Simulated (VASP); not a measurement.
# ZnO (P6_3mc) in VASP: further runs, part 2 of 2

VASP 6.6.1. Earlier steps stand in the parts before.

**3. Single point, LDA**

This run uses another cell than the first one, of 11.33 Å³/atom.

INCAR

```
SYSTEM = ZnO
ALGO = Normal
EDIFF = 1E-6
ENCUT = 520
ISIF = 2
ISMEAR = -1
LASPH = .True.
LCHARG = .False.
LREAL = .False.
LWAVE = .False.
NBANDS = 26
NELM = 60
PREC = Accurate
SIGMA = 0.08
```

KPOINTS

```
k-points
0
Gamma
  10 10 6
  0 0 0
```

POSCAR

```
ZnO
1.0
    3.1871002602      0.0000000000      0.0000000000
   -1.5935501301      2.7601097897      0.0000000000
    0.0000000000      0.0000000000      5.1524616810
Zn O
2 2
Direct
    0.3333333333      0.6666666667      0.5002871609
    0.6666666667      0.3333333333      0.0002871609
    0.6666666667      0.3333333333      0.3787228391
    0.3333333333      0.6666666667      0.8787228391
```

Potentials or basis: VASP PAW LDA potentials, release 64 (Zn, O).

Launch:

```bash
$ cat potpaw_LDA.64/Zn/POTCAR potpaw_LDA.64/O/POTCAR > POTCAR
$ mpirun -np 1 vasp_std > vasp.out
```

OUTCAR:

```text
SYSTEM = ZnO
   EDIFF = 1E-6
   ENCUT = 520
   ISIF = 2
   ISMEAR = -1
   LASPH = .True.
   LREAL = .False.
   NELM = 60
   PREC = Accurate

 ion  position               nearest neighbor table
   1  0.333  0.667  0.500-   3 1.94   3 1.94   3 1.94   4 1.95
   2  0.667  0.333  0.000-   4 1.94   4 1.94   4 1.94   3 1.95
   3  0.667  0.333  0.379-   1 1.94   1 1.94   1 1.94   2 1.95
   4  0.333  0.667  0.879-   2 1.94   2 1.94   2 1.94   1 1.95

  LATTYP: Found a hexagonal cell.
 ALAT       =     3.1871002602
 C/A-ratio  =     1.6166613098
[... 895 lines left out ...]
  Direction    XX          YY          ZZ          XY          YZ          ZX
  --------------------------------------------------------------------------------------
  -------------------------------------------------------------------------------------
  Total        0.3219231      0.3219231      0.3156821      0.0000000     -0.0000000      0.0000000
  in kB       11.3795711     11.3795711     11.1589602      0.0000000     -0.0000000      0.0000000
  external PRESSURE =      11.3060341 kB  Pullay stress =       0.0000000 kB

 VOLUME and BASIS-vectors are now :
 -----------------------------------------------------------------------------
  energy-cutoff  :      520.00
  volume of cell :       45.32
      direct lattice vectors                 reciprocal lattice vectors
     3.187100260  0.000000000  0.000000000     0.313764839  0.181152214  0.000000000
    -1.593550130  2.760109790  0.000000000     0.000000000  0.362304429  0.000000000
     0.000000000  0.000000000  5.152461681     0.000000000  0.000000000  0.194081987

 POSITION                                       TOTAL-FORCE (eV/Angst)
 -----------------------------------------------------------------------------------
     -0.00000      1.84007      2.57771         0.000000     -0.000000      0.001922
      1.59355      0.92004      0.00148         0.000000      0.000000      0.001922
      1.59355      0.92004      1.95135         0.000000      0.000000     -0.001922
     -0.00000      1.84007      4.52759        -0.000000      0.000000     -0.001922
 -----------------------------------------------------------------------------------
    total drift:                                0.000001      0.000001      0.000048

  FREE ENERGIE OF THE ION-ELECTRON SYSTEM (eV)
  ---------------------------------------------------
  free  energy   TOTEN  =       -21.1567778234 eV

  energy  without entropy=      -21.1566992407  energy(sigma->0) =      -21.15673853
```

OSZICAR:

```text
N       E                     dE             d eps       ncg     rms          rms(c)
DAV:   1     0.297435323789E+03    0.29744E+03   -0.18201E+04  2952   0.205E+03
DAV:   2     0.771972217570E+01   -0.28972E+03   -0.27195E+03  3078   0.420E+02
DAV:   3    -0.236221080870E+02   -0.31342E+02   -0.30921E+02  3178   0.141E+02
DAV:   4    -0.242329711952E+02   -0.61086E+00   -0.60952E+00  3254   0.199E+01
DAV:   5    -0.242361439670E+02   -0.31728E-02   -0.31725E-02  3154   0.149E+00    0.156E+01
DAV:   6    -0.210546802455E+02    0.31815E+01   -0.59599E+00  4602   0.606E+01    0.998E+00
DAV:   7    -0.212223332836E+02   -0.16765E+00   -0.27251E+00  3004   0.164E+01    0.585E+00
DAV:   8    -0.212069740726E+02    0.15359E-01   -0.55092E-01  3906   0.714E+00    0.167E+00
DAV:   9    -0.211546236339E+02    0.52350E-01   -0.10368E-01  4246   0.666E+00    0.323E-01
DAV:  10    -0.211568266123E+02   -0.22030E-02   -0.35690E-02  2958   0.132E+00    0.895E-02
DAV:  11    -0.211567778803E+02    0.48732E-04   -0.41355E-04  3644   0.304E-01    0.226E-02
DAV:  12    -0.211567771647E+02    0.71569E-06   -0.71924E-05  3548   0.270E-01    0.797E-03
DAV:  13    -0.211567778234E+02   -0.65876E-06   -0.80723E-06  3760   0.854E-02
   1 F= -.21156778E+02 E0= -.21156739E+02  d E =-.785827E-04
```

stdout:

```text
POSCAR found type information on POSCAR ZnO
 POSCAR found :  2 types and       4 ions
 scaLAPACK will be used
 LDA part: xc-table for (Slater(with rela. corr.)+CA(PZ))
 , standard interpolation
 POSCAR, INCAR and KPOINTS ok, starting setup
 FFT: planning ... GRIDC
 FFT: planning ... GRID_SOFT
 FFT: planning ... GRID
 WAVECAR not read
 entering main loop
```

Wall time 1.9 min (1 thread of Intel Xeon 8259CL, shared host); peak memory 0.15 GiB.

What came out:

```
Free energy            : -21.1568 eV
Pressure               : 1.1 GPa
Band gap on the k mesh : 0.81 eV
```

**4. Relaxation of cell and atoms, LDA**

This run uses another cell than the first one, of 11.90 Å³/atom.

INCAR

```
SYSTEM = ZnO
PREC = Accurate
ENCUT = 600
EDIFF = 1E-7
ISMEAR = -1
SIGMA = 0.08
LREAL = .FALSE.
LASPH = .TRUE.
NELM = 60
ALGO = Normal
ISIF = 3
LWAVE = .FALSE.
LCHARG = .FALSE.
GGA = CA
IBRION = 2
NSW = 100
EDIFFG = -0.002
```

KPOINTS

```
Automatic mesh
0
G
  10 10 6
  0 0 0
```

POSCAR

```
ZnO
1.0
    3.2493080000      0.0000000000      0.0000000000
   -1.6246540000      2.8139832727      0.0000000000
    0.0000000000      0.0000000000      5.2057090000
Zn O
2 2
Direct
    0.3333333333      0.6666666667      0.5000000000
    0.6666666667      0.3333333333      0.0000000000
    0.6666666667      0.3333333333      0.3790100000
    0.3333333333      0.6666666667      0.8790100000
```

Launch:

```bash
$ cat potpaw_LDA.64/Zn/POTCAR potpaw_LDA.64/O/POTCAR > POTCAR
$ mpirun -np 1 vasp_std > vasp.out
```

Run time: 19 min. Hardware: 1 thread of Intel Xeon 8259CL, shared host; peak memory 0.17 GiB.

It converged, with:

```
Free energy                           : -21.1678 eV
Relaxed volume                        : 11.40 Å³/atom
Relaxed cell                          : a = 3.194 Å, b = 3.194 Å, c = 5.163 Å, α = 90.00°, β = 90.00°, γ = 120.00°
Space group after relaxing (to 0.1 Å) : P6_3mc (No. 186)
Energy gained by relaxing             : 10.4 meV/atom
Ionic steps                           : 17
Pressure after relaxing               : 0.0 GPa
Band gap on the k mesh                : 0.80 eV
```

The path:
```csv
step,energy change (eV),largest force (eV/Å),pressure (GPa),volume (Å³)
1,0.0000,0.0553,-6.25,47.60
2,-0.0261,0.0407,4.30,44.47
3,-0.0413,0.0027,-0.02,45.61
4,-0.0413,0.0015,0.16,45.57
5,-0.0414,0.0206,0.10,45.58
6,-0.0414,0.0224,0.13,45.58
7,-0.0415,0.0138,-0.08,45.64
8,-0.0415,0.0105,-0.18,45.67
9,-0.0416,0.0012,-0.11,45.65
10,-0.0416,0.0056,-0.10,45.64
11,-0.0416,0.0023,0.05,45.60
12,-0.0416,0.0005,0.03,45.61
13,-0.0416,0.0004,0.00,45.61
14,-0.0416,0.0011,0.02,45.61
15,-0.0416,0.0033,-0.02,45.62
16,-0.0416,0.0024,-0.02,45.62
17,-0.0416,0.0019,-0.01,45.62
```

Final structure:
```
Zn O
1.0
     3.19409    0.00000    0.00000
    -1.59704    2.76616    0.00000
     0.00000    0.00000    5.16287
Zn O
2 2
Direct
  0.33333 0.66667 0.50025
  0.66667 0.33333 0.00025
  0.66667 0.33333 0.37876
  0.33333 0.66667 0.87876
```

Levels at points of the mesh, in eV from the valence-band top:
| k point | band 15 | band 16 | band 17 | band 18 | band 19 | band 20 | band 21 | band 22 |
| --- | --- | --- | --- | --- | --- | --- | --- | --- |
| (0.00, 0.00, 0.00) | -0.85 | -0.10 | 0.00 | 0.00 | 0.80 | 5.27 | 8.18 | 12.93 |
| (0.50, 0.00, 0.00) | -3.01 | -2.43 | -1.39 | -0.90 | 5.87 | 6.77 | 7.45 | 8.67 |
| (0.00, 0.00, 0.50) | -0.42 | -0.42 | -0.42 | -0.42 | 3.48 | 3.48 | 10.03 | 10.03 |
| (0.50, 0.00, 0.50) | -1.61 | -1.61 | -1.48 | -1.48 | 5.63 | 5.63 | 8.55 | 8.55 |

LDA usually gives volumes a few per cent too small. Zero-point motion and thermal expansion aren't in these numbers.

**5. Summary**

| task | cell | k mesh | cutoff (eV) | smearing | gap on the mesh (eV) | pressure (GPa) |
| --- | --- | --- | --- | --- | --- | --- |
| single point | a = 3.203, b = 3.203, c = 5.178 Å, angles 90.0, 90.0, 120.0°, 4 atoms, atomic positions A | 8 × 8 × 4 | 520 | gaussian 0.01 eV | 0.79 | -1.1 |
| single point | a = 3.187, b = 3.187, c = 5.152 Å, angles 90.0, 90.0, 120.0°, 4 atoms, atomic positions A | 10 × 10 × 6 | 520 | fermi-dirac 0.08 eV | 0.81 | 1.1 |
| relaxation of cell and atoms | relaxed from a = 3.249, b = 3.249, c = 5.206 Å, angles 90.0, 90.0, 120.0°, 4 atoms, atomic positions B | 10 × 10 × 6 | 600 | fermi-dirac 0.08 eV | 0.80 | 0.0 |

Alike in all rows: level LDA; potentials or basis VASP PAW LDA potentials, release 64 (Zn, O); no spin polarisation.

Caveats: semilocal functionals underestimate gaps, and a narrow one can read as zero (at least some runs).

Absolute energies hang on the potentials; compare differences alone.
